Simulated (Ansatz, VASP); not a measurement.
# One calculation of WC, two programs

```
CELL_PARAMETERS angstrom
0.00000 2.15551 2.15551
2.15551 0.00000 2.15551
2.15551 2.15551 0.00000
ATOMIC_POSITIONS crystal
W 0.00000 0.00000 0.00000
C 0.50000 0.50000 0.50000
```

Alike in both runs: task single point; functional r2SCAN; k mesh 11 × 11 × 11; occupations fermi-dirac, width 0.1 eV; no spin polarisation.

|  | VASP | Ansatz |
| --- | --- | --- |
| version | VASP 6.6.1 | Ansatz 0.2.0 |
| potentials or method | VASP PAW PBE potentials, release 64 (W_sv, C), cutoff 520 eV | plane waves, PAW |
| valence electrons in the cell | 18 | 18 |

Ansatz gave:

```
pressure (GPa) : 15.7
```

Task: What did VASP give for the same quantities?

Result: Pressure (GPa): 17.6.

VASP's potentials were made for PBE, not for r2SCAN. The functional is the same, so the differences come from potentials, cutoffs and numerics.

Spin-orbit coupling is off throughout.
